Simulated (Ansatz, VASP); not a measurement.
Mg in VASP and in Ansatz

INCAR

```
ALGO     = Normal         # electronic algorithm
EDIFF    = 1E-6           # SCF threshold, eV
ENCUT    = 520            # plane-wave cutoff, eV
GGA      = PE             # functional
ISIF     = 2              # what is computed and relaxed
ISMEAR   = 0              # smearing method
LASPH    = True           # aspherical terms in the spheres
LCHARG   = False          # write CHGCAR
LREAL    = False          # projectors in reciprocal space
LWAVE    = False          # write WAVECAR
NBANDS   = 7              # bands
NELM     = 80             # most SCF steps
PREC     = Accurate       # precision mode
SIGMA    = 0.15           # smearing width, eV
```

Contents of KPOINTS:

```
k-points
0
Gamma
  18 18 18
```

Contents of POSCAR:

```
Mg
1.0
   -1.7727644967      1.7727644967      1.9145856564
    1.7727644967     -1.7727644967      1.9145856564
    1.7727644967      1.7727644967     -1.9145856564
Mg
1
Direct
    0.0000000000      0.0000000000      0.0000000000
```

Input for Ansatz:

```yaml
crystal:
  lattice:
    - [-1.7727644967, 1.7727644967, 1.9145856564]
    - [1.7727644967, -1.7727644967, 1.9145856564]
    - [1.7727644967, 1.7727644967, -1.9145856564]
  atoms:
    - { symbol: Mg, position: [0.0, 0.0, 0.0] }
basis:
  ecutwfc: 420
kpoints:
  mp_grid: { grid: [18, 18, 18] }
hamiltonian:
  xc: pbe
scf:
  occupations: { method: gaussian, width: 0.15 }
output:
  forces: true
  stress: true
  eigenvalues: true
```

Change from the starting cell: strain +0.000 along x and y, +0.080 along z, atoms carried along.

Alike in both runs: task single point; functional PBE; k mesh 18 × 18 × 18; occupations gaussian, width 0.15 eV; no spin polarisation.

```csv
,VASP,Ansatz
version,VASP 6.6.1,Ansatz 0.2.0
potentials or method,"VASP PAW PBE potentials, release 64 (Mg), cutoff 520 eV","scalar-relativistic, plane waves, PAW"
valence electrons in the cell,2,10
```

VASP gave:

```
gap on the k mesh at the Fermi level (eV)                     : none
pressure (GPa)                                                : -1.7
traceless stress, the component that is largest in VASP (GPa) : 0.27
```

Estimate Ansatz's values.

gap on the k mesh at the Fermi level (eV): none; pressure (GPa): -1.5; traceless stress, the component that is largest in VASP (GPa): 0.26.

A gap of «none» marks a metal or a gap that the smearing closes. VASP's potentials hold 2 valence electrons a cell and Ansatz's 10, so a difference there can come from the potentials and not from the codes.
